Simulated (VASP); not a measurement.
# Ag (P6_3/mmc) in VASP: notebook

Ag is run at these levels: r2SCAN; tasks: single point.

All numbers are computed with VASP 6.6.1; they aren't measurements. Logs are shortened: lines on timing, memory, paths and dates and some standing lists are left out, and cuts for length are marked.

**1. The cell of the first run**

The structure is hexagonal, space group P6_3/mmc (No. 194). Conventional cell: a = 2.891 Å, b = 2.891 Å, c = 9.558 Å, α = 90.00°, β = 90.00°, γ = 120.00°. Within 3.8 Å of Ag (site symmetry -6m2) lie 12 Ag at 2.89 to 2.91 Å. Within 3.8 Å of Ag (site symmetry -3m) lie 12 Ag at 2.89 to 2.91 Å.

This isn't the form of Ag at room conditions, which is fcc.

**2. Single point, r2SCAN**

Input file POSCAR:

```
Ag
1.0
    2.8905542731      0.0000000000      0.0000000000
   -1.4452771365      2.5032934315      0.0000000000
    0.0000000000      0.0000000000      9.5577310213
Ag
4
Direct
    0.3333333333      0.6666666667      0.2500000000
    0.6666666667      0.3333333333      0.7500000000
    1.0000000000      1.0000000000      1.0000000000
    1.0000000000      1.0000000000      0.5000000000
```

Input file INCAR.step1:

```
PREC = Accurate
ENCUT = 520
ISMEAR = -1
SIGMA = 0.1
LREAL = F
LASPH = T
NELM = 100
NBANDS = 30
GGA = PE
ALGO = Normal
EDIFF = 1E-4
LWAVE = T
LCHARG = F
```

Input file INCAR.step2:

```
PREC = Accurate
ENCUT = 520
EDIFF = 1E-7
ISMEAR = -1
SIGMA = 0.1
LREAL = F
LASPH = T
NELM = 100
ALGO = Normal
ISIF = 2
LWAVE = F
LCHARG = F
METAGGA = R2SCAN
LMIXTAU = T
NBANDS = 30
ISTART = 1
```

Input file KPOINTS:

```
Automatic mesh
0
Gamma
  13 13 3
```

Potentials or basis: VASP PAW PBE potentials, release 64 (Ag).

Launch:

```
cat potpaw_PBE.64/Ag/POTCAR > POTCAR
cp INCAR.step1 INCAR
mpirun -np 1 vasp_std > vasp.out
cp INCAR.step2 INCAR
mpirun -np 1 vasp_std > vasp.out
```

OUTCAR:

```text
PREC = Accurate
   ENCUT = 520
   EDIFF = 1E-7
   ISMEAR = -1
   LREAL = F
   LASPH = T
   NELM = 100
   ISIF = 2
   METAGGA = R2SCAN
   ISTART = 1

 ion  position               nearest neighbor table
   1  0.333  0.667  0.250-   3 2.91   4 2.91   3 2.91   4 2.91   3 2.91   4 2.91
   2  0.667  0.333  0.750-   3 2.91   4 2.91   3 2.91   4 2.91   3 2.91   4 2.91
   3  0.000  0.000  0.000-   1 2.91   2 2.91   1 2.91   2 2.91   2 2.91   1 2.91
   4  0.000  0.000  0.500-   1 2.91   2 2.91   1 2.91   2 2.91   2 2.91   1 2.91

  LATTYP: Found a hexagonal cell.
 ALAT       =     2.8905542731
 C/A-ratio  =     3.3065392026

  Lattice vectors:

 A1 = (   2.8905542731,   0.0000000000,   0.0000000000)
 A2 = (  -1.4452771365,   2.5032934315,   0.0000000000)
 A3 = (   0.0000000000,   0.0000000000,   9.5577310213)

Analysis of symmetry for initial positions (statically):
=====================================================================
 Subroutine PRICEL returns:
 Original cell was already a primitive cell.

 Routine SETGRP: Setting up the symmetry group for a
 hexagonal supercell.

 Subroutine GETGRP returns: Found 24 space group operations
 (whereof 12 operations were pure point group operations)
 out of a pool of 24 trial point group operations.

The static configuration has the point symmetry D_3d.
 The point group associated with its full space group is D_6h.

Analysis of symmetry for dynamics (positions and initial velocities):
=====================================================================
 Subroutine PRICEL returns:
 Original cell was already a primitive cell.

 Routine SETGRP: Setting up the symmetry group for a
 hexagonal supercell.

 Subroutine GETGRP returns: Found 24 space group operations
 (whereof 12 operations were pure point group operations)
 out of a pool of 24 trial point group operations.

The dynamic configuration has the point symmetry D_3d.
 The point group associated with its full space group is D_6h.

 Subroutine INISYM returns: Found 24 space group operations
 (whereof 12 operations are pure point group operations),
 and found     1 'primitive' translations

----------------------------------------------------------------------------------------
[... 86 lines left out ...]
   NGXF,Y,Z  is equivalent  to a cutoff of  27.61, 27.61, 25.05 a.u.
 SYSTEM =  unknown system
   PREC   = accura    normal or accurate (medium, high low for compatibility)
   ISTART =      1    job   : 0-new  1-cont  2-samecut
   ICHARG =      0    charge: 1-file 2-atom 10-const
   ISPIN  =      1    spin polarized calculation?
   LNONCOLLINEAR =      F non collinear calculations
   LSORBIT =      F    spin-orbit coupling
   LASPH  =      T    aspherical Exc in radial PAW
   ENCUT  =  520.0 eV  38.22 Ry    6.18 a.u.   5.37  5.37 17.77*2*pi/ulx,y,z
   NELM   =    100;   NELMIN=  2; NELMDL=  0     # of ELM steps
   EDIFF  = 0.1E-06   stopping-criterion for ELM
   LREAL  =      F    real-space projection
   EDIFFG = 0.1E-05   stopping-criterion for IOM
   NSW    =      0    number of steps for IOM
   IBRION =     -1    ionic relax: 0-MD 1-quasi-New 2-CG
   NFREE  =      0    steps in history (QN), initial steepest desc. (CG)
   ISIF   =      2    stress and relaxation
   ISYM   =      2    0-nonsym 1-usesym 2-fastsym
   POTIM  = 0.5000    time-step for ionic-motion
   TEBEG  =    0.0;   TEEND  =   0.0 temperature during run
   PSTRESS=    0.0 pullay stress
   NELECT =      44.0000    total number of electrons
   NUPDOWN=      -1.0000    fix difference up-down
   EMIN   =  10.00;   EMAX   =-10.00  energy-range for DOS
   EFERMI =   0.00;   METHOD = LEGACY
   ISMEAR =    -1;   SIGMA  =   0.10  broadening in eV -4-tet -1-fermi 0-gaus
   EFERMI_NEDOS =   21; number of points for ismear=-14 and -15
   IALGO  =     38    algorithm
   IMIX   =      4    mixing-type and parameters
     AMIX     =   0.40;   BMIX     =  1.00
     AMIX_MAG =   1.60;   BMIX_MAG =  1.00
  volume/ion in A,a.u.               =      17.29       116.68
  Fermi-wavevector in a.u.,A,eV,Ry     =   1.408023  2.660778 26.973951  1.982529
  Thomas-Fermi vector in A             =   2.530223
   LORBIT       =      0    0 simple, 1 ext, 2 COOP (PROOUT), +10 PAW based schemes
   METAGGA = R2SCAN    functional components
   LHFCALC =     F    Hartree Fock is set to
   AEXX    =    0.0000 exact exchange contribution
   IVDW    =     0    specifies the selected vdW correction
   LEPSILON=     F    determine dielectric tensor
   LRPA    =     F    only Hartree local field effects (RPA)
 non-spin polarized calculation
  energy-cutoff  :      520.00
  volume of cell :       69.16
 maximum number of plane-waves:      1919
 NGX is ok and might be reduce to    24
   NGX = 11   NGY = 11   NGZ = 35

 number of electron      43.9999998 magnetization

 Free energy of the ion-electron system (eV)
  ---------------------------------------------------
  ext. energy  EPLUGINS =         0.00000000
  ---------------------------------------------------
  free energy    TOTEN  =       -85.44117094 eV

  energy without entropy =      -85.40380409  energy(sigma->0) =      -85.42248751

 E-fermi :   8.4161     XC(G=0): -12.8724

 val. band max:        8.3335380365   @ k =   0.0769  -0.0000   0.0000
 cond. band min:       8.4442489425   @ k =   0.2308   0.2308   0.0000
 fundamental gap:      0.1107109061
 Fermi energy:         8.4161205891

 k-point     1 :       0.0000    0.0000    0.0000
  band No.  band energies     occupation
      1       0.3858      2.00000
      2       1.5866      2.00000
      3       1.6758      2.00000
      4       1.6763      2.00000
      5       3.0956      2.00000
      6       3.1372      2.00000
[... 781 lines left out ...]
     29      23.1571      0.00000
     30      24.1176      0.00000

 [... further k-points ...]
[... 5 lines left out ...]
  --------------------------------------------------------------------------------------
  -------------------------------------------------------------------------------------
  Total        0.0554741      0.0554741      0.0323873      0.0000000     -0.0000000      0.0000000
  in kB        1.2851482      1.2851482      0.7503057      0.0000000     -0.0000000      0.0000000
  external PRESSURE =       1.1068674 kB  Pullay stress =       0.0000000 kB

 VOLUME and BASIS-vectors are now :
 -----------------------------------------------------------------------------
  energy-cutoff  :      520.00
  volume of cell :       69.16
      direct lattice vectors                 reciprocal lattice vectors
     2.890554273  0.000000000  0.000000000     0.345954411  0.199736872  0.000000000
    -1.445277136  2.503293431  0.000000000     0.000000000  0.399473744  0.000000000
     0.000000000  0.000000000  9.557731021     0.000000000  0.000000000  0.104627343

 POSITION                                       TOTAL-FORCE (eV/Angst)
 -----------------------------------------------------------------------------------
     -0.00000      1.66886      2.38943         0.000000      0.000000      0.000000
      1.44528      0.83443      7.16830        -0.000000     -0.000000     -0.000000
      0.00000      0.00000      0.00000        -0.000000      0.000000      0.000000
      0.00000      0.00000      4.77887        -0.000000      0.000000      0.000000
 -----------------------------------------------------------------------------------
    total drift:                               -0.000000      0.000000      0.000000

  FREE ENERGIE OF THE ION-ELECTRON SYSTEM (eV)
  ---------------------------------------------------
  free  energy   TOTEN  =       -85.4411709362 eV

  energy  without entropy=      -85.4038040854  energy(sigma->0) =      -85.42248751
```

OSZICAR.step1:

```text
N       E                     dE             d eps       ncg     rms          rms(c)
DAV:   1     0.297707383874E+03    0.29771E+03   -0.22876E+04  2520   0.146E+03
DAV:   2    -0.520305618902E+01   -0.30291E+03   -0.28669E+03  2592   0.336E+02
DAV:   3    -0.118420041842E+02   -0.66389E+01   -0.65995E+01  2874   0.563E+01
DAV:   4    -0.118727678543E+02   -0.30764E-01   -0.30757E-01  2730   0.375E+00
DAV:   5    -0.118730654345E+02   -0.29758E-03   -0.29758E-03  2952   0.399E-01    0.101E+01
DAV:   6    -0.109049200511E+02    0.96815E+00   -0.28883E+00  2676   0.140E+01    0.657E+00
DAV:   7    -0.108738755473E+02    0.31045E-01   -0.42390E-02  2826   0.139E+00    0.360E+00
DAV:   8    -0.108635729102E+02    0.10303E-01   -0.27109E-03  2736   0.333E-01    0.167E-01
DAV:   9    -0.108635881081E+02   -0.15198E-04   -0.40810E-05  1896   0.442E-02
   1 F= -.10863588E+02 E0= -.10844855E+02  d E =-.374653E-01
```

It took 2.2 min on 1 thread of Intel Xeon 6975P-C (Granite Rapids), shared host; peak memory 0.24 GiB.

What came out:

- Free energy: -85.4412 eV
- Pressure: 0.1 GPa
- Band gap on the k mesh: zero (bands 22 and 23 overlap by 6.99 eV)

Caveat: the PAW data sets were made with another functional, which shifts forces and pressure a little.

**3. Single point, r2SCAN (15.21 Å³/atom)**

This run uses another cell than the first one, of 15.21 Å³/atom.

Input file POSCAR:

```
Ag
1.0
    2.7699718284      0.0000000000      0.0000000000
   -1.3849859142      2.3988659712      0.0000000000
    0.0000000000      0.0000000000      9.1590204407
Ag
4
Direct
    0.3333333333      0.6666666667      0.2500000000
    0.6666666667      0.3333333333      0.7500000000
    1.0000000000      1.0000000000      1.0000000000
    1.0000000000      1.0000000000      0.5000000000
```

Input file INCAR.step1:

```
SYSTEM = Ag
PREC     = Accurate       ! precision mode
ENCUT    = 520            ! plane-wave cutoff, eV
ISMEAR   = -1             ! smearing method
SIGMA    = 0.1            ! smearing width, eV
LREAL    = .False.        ! projectors in reciprocal space
LASPH    = .True.         ! aspherical terms in the spheres
NELM     = 60             ! most SCF steps
NBANDS   = 30             ! bands
GGA      = PE             ! functional
ALGO     = Normal         ! electronic algorithm
EDIFF    = 1E-4           ! SCF threshold, eV
LWAVE    = .True.         ! write WAVECAR
LCHARG   = .False.        ! write CHGCAR
```

Input file INCAR.step2:

```
SYSTEM = Ag
PREC     = Accurate       ! precision mode
ENCUT    = 520            ! plane-wave cutoff, eV
EDIFF    = 1E-6           ! SCF threshold, eV
ISMEAR   = -1             ! smearing method
SIGMA    = 0.1            ! smearing width, eV
LREAL    = .False.        ! projectors in reciprocal space
LASPH    = .True.         ! aspherical terms in the spheres
NELM     = 60             ! most SCF steps
ALGO     = Normal         ! electronic algorithm
ISIF     = 2              ! what is computed and relaxed
LWAVE    = .False.        ! write WAVECAR
LCHARG   = .False.        ! write CHGCAR
METAGGA  = R2SCAN         ! meta-GGA
LMIXTAU  = .True.       
NBANDS   = 30             ! bands
ISTART   = 1
```

Input file KPOINTS:

```
Automatic mesh
0
Gamma
  14 14 4
  0 0 0
```

Potentials or basis: VASP PAW PBE potentials, release 64 (Ag).

Launch:

```
cat potpaw_PBE.64/Ag/POTCAR > POTCAR
cp INCAR.step1 INCAR
mpirun -np 1 vasp_std > vasp.out
cp INCAR.step2 INCAR
mpirun -np 1 vasp_std > vasp.out
```

Run time: 2.9 min. Hardware: 1 thread of Intel Xeon 6975P-C (Granite Rapids), shared host; peak memory 0.26 GiB.

Results (log left out):

- Free energy: -84.9796 eV
- Pressure: 19.6 GPa
- Band gap on the k mesh: zero (bands 22 and 23 overlap by 6.75 eV)

Stress tensor (GPa, compression positive):
```
20.43  0.00  0.00
 0.00 20.43  0.00
 0.00  0.00 17.97
```

Levels at points of the mesh, in eV from the Fermi level:
```
           k point  band 18  band 19  band 20  band 21  band 22  band 23  band 24  band 25  band 26  band 27
(0.00, 0.00, 0.00)    -4.10    -4.10    -3.86    -3.86    -3.37    -3.37    -0.75     4.27    12.22    12.26
(0.50, 0.00, 0.00)    -3.12    -3.09    -3.09    -0.32     0.69     1.29     1.88     5.25     5.31     8.40
(0.00, 0.00, 0.50)    -4.33    -3.57    -3.57    -3.57    -3.57    -2.93    -2.93     7.28     7.28    16.37
(0.50, 0.00, 0.50)    -3.23    -3.11    -3.11     0.26     0.26     1.66     1.66     5.60     5.60     7.46
```

Caveat: the cell stands under pressure; the PAW data sets were made with another functional, which shifts forces and pressure a little.

[end of part 1 of 2]

The gap in the log of VASP goes by the Fermi energy; the results here count the filled bands.